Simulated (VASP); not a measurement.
# TaGa2 (P4/mmm) in VASP: notebook

Runs on TaGa2. Level: PBE. Tasks: single point, relaxation of cell and atoms.

All numbers are computed with VASP 6.6.1; they aren't measurements. Logs are shortened: lines on timing, memory, paths and dates and some standing lists are left out, and cuts for length are marked.

## Step 1: The cell of the first run

Symmetry: P4/mmm, No. 123, tetragonal system. The conventional cell has a = 2.872 Å, b = 2.872 Å, c = 5.954 Å, α = 90.00°, β = 90.00°, γ = 90.00°. Ta (site symmetry 4/mmm) has 8 Ga at 2.64 Å and 4 Ta at 2.87 Å within 3.5 Å. Ga (site symmetry 4mm) has 6 Ga at 2.57 to 3.39 Å and 4 Ta at 2.64 Å within 3.4 Å.

## Step 2: Single point, PBE

INCAR reads:

```
PREC = Accurate
ENCUT = 520
EDIFF = 1E-6
ISMEAR = 0
SIGMA = 0.1
LREAL = F
LASPH = T
NELM = 80
ALGO = Normal
ISIF = 2
LWAVE = F
LCHARG = T
GGA = PE
LELF = T
LVHAR = T
NBANDS = 26
```

KPOINTS reads:

```
regular mesh
0
Gamma
  6 6 4
```

POSCAR reads:

```
TaGa2
1.0
    2.8720528500      0.0000000000      0.0000000000
    0.0000000000      2.8720528500      0.0000000000
    0.0000000000      0.0000000000      5.9538788300
Ta Ga
1 2
Direct
    0.0000000000      0.0000000000      0.0000000000
    0.5000000000      0.5000000000      0.2843227100
    0.5000000000      0.5000000000      0.7156772900
```

Potentials or basis: VASP PAW PBE potentials, release 64 (Ta_pv, Ga_d).

Launch:

```
$ cat potpaw_PBE.64/Ta_pv/POTCAR potpaw_PBE.64/Ga_d/POTCAR > POTCAR
$ mpirun -np 1 vasp_std > vasp.out
```

OUTCAR:

```text
PREC = Accurate
   ENCUT = 520
   EDIFF = 1E-6
   ISMEAR = 0
   LREAL = F
   LASPH = T
   NELM = 80
   ISIF = 2
   GGA = PE

 ion  position               nearest neighbor table
   1  0.000  0.000  0.000-   2 2.64   3 2.64   2 2.64   3 2.64   2 2.64   3 2.64   2 2.64   3 2.64

   2  0.500  0.500  0.284-   3 2.57   1 2.64   1 2.64   1 2.64   1 2.64
   3  0.500  0.500  0.716-   2 2.57   1 2.64   1 2.64   1 2.64   1 2.64

  LATTYP: Found a simple tetragonal cell.
 ALAT       =     2.8720528500
 C/A-ratio  =     2.0730394394

  Lattice vectors:

 A1 = (   2.8720528500,   0.0000000000,   0.0000000000)
 A2 = (   0.0000000000,   2.8720528500,   0.0000000000)
 A3 = (   0.0000000000,   0.0000000000,   5.9538788300)

Analysis of symmetry for initial positions (statically):
=====================================================================
 Subroutine PRICEL returns:
 Original cell was already a primitive cell.

 Routine SETGRP: Setting up the symmetry group for a
 simple tetragonal supercell.

 Subroutine GETGRP returns: Found 16 space group operations
 (whereof 16 operations were pure point group operations)
 out of a pool of 16 trial point group operations.

The static configuration has the point symmetry D_4h.

Analysis of symmetry for dynamics (positions and initial velocities):
=====================================================================
 Subroutine PRICEL returns:
 Original cell was already a primitive cell.

 Routine SETGRP: Setting up the symmetry group for a
 simple tetragonal supercell.

 Subroutine GETGRP returns: Found 16 space group operations
 (whereof 16 operations were pure point group operations)
 out of a pool of 16 trial point group operations.

The dynamic configuration has the point symmetry D_4h.

 Subroutine INISYM returns: Found 16 space group operations
 (whereof 16 operations are pure point group operations),
 and found     1 'primitive' translations

----------------------------------------------------------------------------------------

                                     Primitive cell

  volume of cell :      49.1117

  direct lattice vectors                    reciprocal lattice vectors
     2.872052850  0.000000000  0.000000000     0.348183008  0.000000000  0.000000000
     0.000000000  2.872052850  0.000000000     0.000000000  0.348183008  0.000000000
[... 79 lines left out ...]
   ISTART =      0    job   : 0-new  1-cont  2-samecut
   ICHARG =      2    charge: 1-file 2-atom 10-const
   ISPIN  =      1    spin polarized calculation?
   LNONCOLLINEAR =      F non collinear calculations
   LSORBIT =      F    spin-orbit coupling
   LASPH  =      T    aspherical Exc in radial PAW
   ENCUT  =  520.0 eV  38.22 Ry    6.18 a.u.   5.34  5.34 11.07*2*pi/ulx,y,z
   NELM   =     80;   NELMIN=  2; NELMDL= -5     # of ELM steps
   EDIFF  = 0.1E-05   stopping-criterion for ELM
   LREAL  =      F    real-space projection
   EDIFFG = 0.1E-04   stopping-criterion for IOM
   NSW    =      0    number of steps for IOM
   IBRION =     -1    ionic relax: 0-MD 1-quasi-New 2-CG
   NFREE  =      0    steps in history (QN), initial steepest desc. (CG)
   ISIF   =      2    stress and relaxation
   ISYM   =      2    0-nonsym 1-usesym 2-fastsym
   POTIM  = 0.5000    time-step for ionic-motion
   TEBEG  =    0.0;   TEEND  =   0.0 temperature during run
   PSTRESS=    0.0 pullay stress
   NELECT =      37.0000    total number of electrons
   NUPDOWN=      -1.0000    fix difference up-down
   EMIN   =  10.00;   EMAX   =-10.00  energy-range for DOS
   EFERMI =   0.00;   METHOD = LEGACY
   ISMEAR =     0;   SIGMA  =   0.10  broadening in eV -4-tet -1-fermi 0-gaus
   EFERMI_NEDOS =   21; number of points for ismear=-14 and -15
   IALGO  =     38    algorithm
   IMIX   =      4    mixing-type and parameters
     AMIX     =   0.40;   BMIX     =  1.00
     AMIX_MAG =   1.60;   BMIX_MAG =  1.00
  volume/ion in A,a.u.               =      16.37       110.47
  Fermi-wavevector in a.u.,A,eV,Ry     =   1.489637  2.815006 30.191579  2.219018
  Thomas-Fermi vector in A             =   2.602520
   LORBIT       =      0    0 simple, 1 ext, 2 COOP (PROOUT), +10 PAW based schemes
   GGA     = PE    functional components
   LHFCALC =     F    Hartree Fock is set to
   AEXX    =    0.0000 exact exchange contribution
   IVDW    =     0    specifies the selected vdW correction
   LEPSILON=     F    determine dielectric tensor
   LRPA    =     F    only Hartree local field effects (RPA)
 non-spin polarized calculation
 Gauss-broadening in eV      SIGMA  =   0.10
  energy-cutoff  :      520.00
  volume of cell :       49.11
 maximum number of plane-waves:      1343
 NGX is ok and might be reduce to    24
   NGX = 11   NGY = 11   NGZ = 23

 number of electron      37.0000021 magnetization

 Free energy of the ion-electron system (eV)
  ---------------------------------------------------
  ext. energy  EPLUGINS =         0.00000000
  ---------------------------------------------------
  free energy    TOTEN  =       -17.18104610 eV

  energy without entropy =      -17.16672572  energy(sigma->0) =      -17.17388591

 E-fermi :   6.3697     XC(G=0): -12.0713

 val. band max:        6.3526654471   @ k =   0.3333   0.1667   0.2500
 cond. band min:       6.3778310103   @ k =   0.3333   0.3333   0.5000
 fundamental gap:      0.0251655632
 Fermi energy:         6.3696677481

 k-point     1 :       0.0000    0.0000    0.0000
  band No.  band energies     occupation
      1     -27.8705      2.00000
      2     -27.3763      2.00000
      3     -27.3763      2.00000
      4      -8.3576      2.00000
      5      -8.3423      2.00000
      6      -8.2940      2.00000
[... 685 lines left out ...]
     25      16.3359      0.00000
     26      16.5839      0.00000

 [... further k-points ...]
[... 5 lines left out ...]
  --------------------------------------------------------------------------------------
  -------------------------------------------------------------------------------------
  Total        4.8294758      4.8294758      9.2327126      0.0000000      0.0000000     -0.0000000
  in kB      157.5526562    157.5526562    301.2000585      0.0000000      0.0000000     -0.0000000
  external PRESSURE =     205.4351236 kB  Pullay stress =       0.0000000 kB

 VOLUME and BASIS-vectors are now :
 -----------------------------------------------------------------------------
  energy-cutoff  :      520.00
  volume of cell :       49.11
      direct lattice vectors                 reciprocal lattice vectors
     2.872052850  0.000000000  0.000000000     0.348183008  0.000000000  0.000000000
     0.000000000  2.872052850  0.000000000     0.000000000  0.348183008  0.000000000
     0.000000000  0.000000000  5.953878830     0.000000000  0.000000000  0.167957735

 POSITION                                       TOTAL-FORCE (eV/Angst)
 -----------------------------------------------------------------------------------
      0.00000      0.00000      0.00000         0.000000      0.000000      0.000000
      1.43603      1.43603      1.69282        -0.000000      0.000000      2.907795
      1.43603      1.43603      4.26106         0.000000     -0.000000     -2.907795
 -----------------------------------------------------------------------------------
    total drift:                                0.000000     -0.000000      0.000000

  FREE ENERGIE OF THE ION-ELECTRON SYSTEM (eV)
  ---------------------------------------------------
  free  energy   TOTEN  =       -17.1810461001 eV

  energy  without entropy=      -17.1667257230  energy(sigma->0) =      -17.17388591
```

OSZICAR:

```text
N       E                     dE             d eps       ncg     rms          rms(c)
DAV:   1     0.272442563002E+03    0.27244E+03   -0.18438E+04  1708   0.247E+03
DAV:   2     0.716327003988E+01   -0.26528E+03   -0.25790E+03  1664   0.489E+02
DAV:   3    -0.171473328024E+02   -0.24311E+02   -0.23965E+02  1894   0.127E+02
DAV:   4    -0.177254542255E+02   -0.57812E+00   -0.57649E+00  1832   0.204E+01
DAV:   5    -0.177373251046E+02   -0.11871E-01   -0.11865E-01  2036   0.288E+00    0.166E+01
DAV:   6    -0.172978381220E+02    0.43949E+00   -0.54700E-01  1976   0.769E+00    0.839E+00
DAV:   7    -0.171840298833E+02    0.11381E+00   -0.42375E-01  1934   0.519E+00    0.586E-01
DAV:   8    -0.171818153500E+02    0.22145E-02   -0.38237E-02  1694   0.168E+00    0.330E-01
DAV:   9    -0.171810447396E+02    0.77061E-03   -0.42455E-03  2024   0.424E-01    0.541E-02
DAV:  10    -0.171810356241E+02    0.91155E-05   -0.23958E-04  1758   0.136E-01    0.365E-02
DAV:  11    -0.171810455062E+02   -0.98821E-05   -0.25963E-05  1992   0.340E-02    0.730E-03
DAV:  12    -0.171810461001E+02   -0.59395E-06   -0.16010E-06  1456   0.103E-02
   1 F= -.17181046E+02 E0= -.17173886E+02  d E =-.143204E-01
```

stdout:

```text
POSCAR found type information on POSCAR TaGa
 POSCAR found :  2 types and       3 ions
 scaLAPACK will be used
 LDA part: xc-table for (Slater+PW92), standard interpolation
 POSCAR, INCAR and KPOINTS ok, starting setup
 FFT: planning ... GRIDC
 FFT: planning ... GRID_SOFT
 FFT: planning ... GRID
 WAVECAR not read
 entering main loop
```

Run time: 13 s. Hardware: 1 thread of Intel Xeon 6975P-C (Granite Rapids), shared host; peak memory 0.19 GiB.

Results:

| Item | Value |
| --- | --- |
| Free energy | -17.1810 eV |
| Pressure | 20.5 GPa |
| Largest force | 2.908 eV/Å |

Forces in eV/Å, atoms in the order of the input:
```
Ta   0.000  0.000  0.000
Ga   0.000  0.000  2.908
Ga   0.000  0.000 -2.908
```

Stress tensor (GPa, compression positive):
```
15.76  0.00  0.00
 0.00 15.76  0.00
 0.00  0.00 30.12
```

Caveat: the k points lie up to 0.36 Å⁻¹ apart; spin-orbit coupling is left out, which moves the levels of the heavy elements; forces of over 1 eV/Å act on the atoms, so gaps and moduli don't describe the material at rest.

## Step 3: Single point, PBE

This run uses another cell than the first one, of 17.59 Å³/atom, 1.074 times its volume.

INCAR reads:

```
PREC     = Accurate       # precision mode
ENCUT    = 520            # plane-wave cutoff, eV
EDIFF    = 1E-7           # SCF threshold, eV
ISMEAR   = 0              # smearing method
SIGMA    = 0.1            # smearing width, eV
LREAL    = False          # projectors in reciprocal space
LASPH    = True           # aspherical terms in the spheres
NELM     = 80             # most SCF steps
ALGO     = Normal         # electronic algorithm
ISIF     = 2              # what is computed and relaxed
LWAVE    = False          # write WAVECAR
LCHARG   = False          # write CHGCAR
GGA      = PE             # functional
NBANDS   = 26             # bands
```

KPOINTS is that of step 2.

POSCAR reads:

```
TaGa2
1.0
    2.8217652615      0.0000000000      0.0000000000
    0.0000000000      2.8217652615      0.0000000000
    0.0000000000      0.0000000000      6.6274337956
Ta Ga
1 2
Direct
    0.0000000000      0.0000000000      0.0000000000
    0.5000000000      0.5000000000      0.3123617546
    0.5000000000      0.5000000000      0.6876382454
```

Potentials or basis: VASP PAW PBE potentials, release 64 (Ta_pv, Ga_d).

Launch:

```
$ cat potpaw_PBE.64/Ta_pv/POTCAR potpaw_PBE.64/Ga_d/POTCAR > POTCAR
$ mpirun -np 1 vasp_std > vasp.out
```

OUTCAR:

```text
PREC = Accurate
   ENCUT = 520
   EDIFF = 1E-7
   ISMEAR = 0
   LREAL = False
   LASPH = True
   NELM = 80
   ISIF = 2
   GGA = PE

 ion  position               nearest neighbor table
   1  0.000  0.000  0.000-   2 2.88   3 2.88   2 2.88   3 2.88   2 2.88   3 2.88   2 2.88   3 2.88

   2  0.500  0.500  0.312-   3 2.49   1 2.88   1 2.88   1 2.88   1 2.88
   3  0.500  0.500  0.688-   2 2.49   1 2.88   1 2.88   1 2.88   1 2.88

  LATTYP: Found a simple tetragonal cell.
 ALAT       =     2.8217652615
 C/A-ratio  =     2.3486836010

  Lattice vectors:

[... 881 lines left out ...]
     25      13.3534      0.00000
     26      15.4162      0.00000

 [... further k-points ...]
[... 5 lines left out ...]
  --------------------------------------------------------------------------------------
  -------------------------------------------------------------------------------------
  Total        0.0132124      0.0132124      0.1728056      0.0000000      0.0000000      0.0000000
  in kB        0.4011477      0.4011477      5.2466387      0.0000000      0.0000000      0.0000000
  external PRESSURE =       2.0163114 kB  Pullay stress =       0.0000000 kB

 VOLUME and BASIS-vectors are now :
 -----------------------------------------------------------------------------
  energy-cutoff  :      520.00
  volume of cell :       52.77
      direct lattice vectors                 reciprocal lattice vectors
     2.821765261  0.000000000  0.000000000     0.354388089  0.000000000  0.000000000
     0.000000000  2.821765261  0.000000000     0.000000000  0.354388089  0.000000000
     0.000000000  0.000000000  6.627433796     0.000000000  0.000000000  0.150887965

 POSITION                                       TOTAL-FORCE (eV/Angst)
 -----------------------------------------------------------------------------------
      0.00000      0.00000      0.00000         0.000000      0.000000      0.000000
      1.41088      1.41088      2.07016        -0.000000     -0.000000      0.005240
      1.41088      1.41088      4.55728         0.000000     -0.000000     -0.005240
 -----------------------------------------------------------------------------------
    total drift:                                0.000000     -0.000000      0.000000

  FREE ENERGIE OF THE ION-ELECTRON SYSTEM (eV)
  ---------------------------------------------------
  free  energy   TOTEN  =       -18.1701320770 eV

  energy  without entropy=      -18.1634610937  energy(sigma->0) =      -18.16679659
```

OSZICAR:

```text
N       E                     dE             d eps       ncg     rms          rms(c)
DAV:   1     0.257442815044E+03    0.25744E+03   -0.18527E+04  1664   0.241E+03
DAV:   2     0.440158643831E+01   -0.25304E+03   -0.24668E+03  1672   0.471E+02
DAV:   3    -0.181742893593E+02   -0.22576E+02   -0.22276E+02  1916   0.122E+02
DAV:   4    -0.187089792642E+02   -0.53469E+00   -0.53272E+00  1838   0.194E+01
DAV:   5    -0.187201536300E+02   -0.11174E-01   -0.11163E-01  1980   0.278E+00    0.133E+01
DAV:   6    -0.182860390507E+02    0.43411E+00   -0.74004E-01  1778   0.736E+00    0.639E+00
DAV:   7    -0.181754272090E+02    0.11061E+00   -0.35643E-01  1904   0.495E+00    0.119E+00
DAV:   8    -0.181711003139E+02    0.43269E-02   -0.55152E-02  1854   0.176E+00    0.351E-01
DAV:   9    -0.181701681280E+02    0.93219E-03   -0.58566E-03  1806   0.661E-01    0.105E-01
DAV:  10    -0.181701248752E+02    0.43253E-04   -0.80900E-04  1930   0.202E-01    0.348E-02
DAV:  11    -0.181701324660E+02   -0.75908E-05   -0.93473E-05  1966   0.596E-02    0.224E-02
DAV:  12    -0.181701324195E+02    0.46479E-07   -0.96972E-06  1800   0.192E-02    0.481E-03
DAV:  13    -0.181701321027E+02    0.31684E-06   -0.13236E-06  1780   0.618E-03    0.209E-03
DAV:  14    -0.181701320770E+02    0.25701E-07   -0.19491E-07  1372   0.240E-03
   1 F= -.18170132E+02 E0= -.18166797E+02  d E =-.667098E-02
```

stdout:

```text
POSCAR found type information on POSCAR TaGa
 POSCAR found :  2 types and       3 ions
 scaLAPACK will be used
 LDA part: xc-table for (Slater+PW92), standard interpolation
 POSCAR, INCAR and KPOINTS ok, starting setup
 FFT: planning ... GRIDC
 FFT: planning ... GRID_SOFT
 FFT: planning ... GRID
 WAVECAR not read
 entering main loop
```

It took 15 s on 1 thread of Intel Xeon 6975P-C (Granite Rapids), shared host; peak memory 0.19 GiB.

What came out:

```yaml
Free_energy: -18.1701 eV
Pressure: 0.2 GPa
Largest_force: 0.005 eV/Å
```

Forces in eV/Å, atoms in the order of the input:
```
Ta   0.000  0.000  0.000
Ga   0.000  0.000  0.005
Ga   0.000  0.000 -0.005
```

Caveat: the k points lie up to 0.37 Å⁻¹ apart; spin-orbit coupling is left out, which moves the levels of the heavy elements.

## Step 4: Relaxation of cell and atoms, PBE

INCAR reads:

```
PREC = Accurate
ENCUT = 600
EDIFF = 1E-6
ISMEAR = 0
SIGMA = 0.1
LREAL = F
LASPH = T
NELM = 100
ALGO = Fast
ISIF = 3
LWAVE = F
LCHARG = F
GGA = PE
IBRION = 2
NSW = 90
EDIFFG = -0.04
```

KPOINTS reads:

```
Automatic mesh
0
Gamma
  6 6 4
```

POSCAR reads:

```
TaGa2
1.0
    2.8720528500      0.0000000000      0.0000000000
    0.0000000000      2.8720528500      0.0000000000
    0.0000000000      0.0000000000      5.9538788300
Ta Ga
1 2
Direct
    0.0000000000      0.0000000000      0.0000000000
    0.5000000000      0.5000000000      0.2843227100
    0.5000000000      0.5000000000      0.7156772900
```

Launch:

```
$ cat potpaw_PBE.64/Ta_pv/POTCAR potpaw_PBE.64/Ga_d/POTCAR > POTCAR
$ mpirun -np 1 vasp_std > vasp.out
```

Run time: 2.2 min. Hardware: 1 thread of Intel Xeon 6975P-C (Granite Rapids), shared host; peak memory 0.2 GiB.

It converged, with:

```
Free energy                            : -18.1693 eV
Relaxed volume                         : 17.62 Å³/atom
Relaxed cell                           : a = 2.823 Å, b = 2.823 Å, c = 6.635 Å, α = 90.00°, β = 90.00°, γ = 90.00°
Space group after relaxing (to 0.05 Å) : P4/mmm (No. 123)
Energy gained by relaxing              : 329.4 meV/atom
Ionic steps                            : 11
Pressure after relaxing                : -0.1 GPa
Largest force after relaxing           : 0.004 eV/Å
```

Forces in eV/Å, atoms in the order of the input:
```
Ta   0.000  0.000  0.000
Ga   0.000  0.000 -0.004
Ga   0.000  0.000  0.004
```

Stress tensor (GPa, compression positive):
```
-0.18  0.00  0.00
 0.00 -0.18  0.00
 0.00  0.00  0.12
```

The path:
| step | energy change (eV) | largest force (eV/Å) | pressure (GPa) | volume (Å³) |
| --- | --- | --- | --- | --- |
| 1 | 0.0000 | 2.9082 | 20.48 | 49.11 |
| 2 | -0.1866 | 0.2933 | -15.79 | 65.45 |
| 3 | -0.6925 | 0.7834 | -4.85 | 57.01 |
| 4 | -0.6942 | 0.8530 | -4.08 | 56.65 |
| 5 | -0.9221 | 0.5270 | -3.07 | 54.84 |
| 6 | -0.9799 | 0.2123 | -1.68 | 53.73 |
| 7 | -0.9828 | 0.1119 | -1.17 | 53.41 |
| 8 | -0.9827 | 0.1394 | -1.37 | 53.47 |
| 9 | -0.9856 | 0.0891 | 1.37 | 52.30 |
| 10 | -0.9875 | 0.1149 | 0.29 | 52.76 |
| 11 | -0.9883 | 0.0037 | -0.08 | 52.87 |

Final structure:
```
Ta Ga
1.0
     2.82286    0.00000    0.00000
     0.00000    2.82286    0.00000
     0.00000    0.00000    6.63545
Ta Ga
1 2
Direct
  0.00000 0.00000 0.00000
  0.50000 0.50000 0.31238
  0.50000 0.50000 0.68762
```

Levels at points of the mesh, in eV from the Fermi level:
```csv
k point,band 15,band 16,band 17,band 18,band 19,band 20,band 21,band 22
"(0.00, 0.00, 0.00)",-7.26,-5.89,-2.18,-0.87,2.79,2.79,4.40,5.48
"(0.50, 0.00, 0.00)",-5.52,-4.96,-1.69,-1.63,-0.98,2.04,2.71,2.75
"(0.50, 0.50, 0.00)",-2.21,-2.21,-1.00,-0.75,-0.75,0.52,0.77,5.38
"(0.00, 0.00, 0.50)",-9.36,-3.39,-2.18,-1.92,2.72,2.72,3.18,5.48
"(0.50, 0.00, 0.50)",-4.38,-4.19,-3.50,-2.15,-1.20,2.05,3.66,3.79
"(0.50, 0.50, 0.50)",-2.68,-2.68,-1.93,0.77,0.77,0.98,2.66,2.66
```

Caveat: the k points lie up to 0.37 Å⁻¹ apart in the final cell; spin-orbit coupling is left out, which moves the levels of the heavy elements.

## Step 5: The runs side by side

| task | cell | cutoff (eV) | gap on the mesh (eV) | pressure (GPa) | largest force (eV/Å) |
| --- | --- | --- | --- | --- | --- |
| single point | a = 2.872, b = 2.872, c = 5.954 Å, 3 atoms | 520 | none | 20.5 | 2.91 |
| single point | a = 2.822, b = 2.822, c = 6.627 Å, 3 atoms | 520 | none | 0.2 | 0.01 |
| relaxation of cell and atoms | relaxed from a = 2.872, b = 2.872, c = 5.954 Å, 3 atoms | 600 | none | -0.1 | - |

Alike in all rows: level PBE; potentials or basis VASP PAW PBE potentials, release 64 (Ta_pv, Ga_d); no spin polarisation; k mesh 6 × 6 × 4; smearing gaussian 0.1 eV.

Caveats: all runs use coarse meshes; spin-orbit coupling is left out, which moves the levels of the heavy elements; forces of over 1 eV/Å act on the atoms, so gaps and moduli don't describe the material at rest (some runs).

Absolute energies hang on the potentials; compare differences alone.
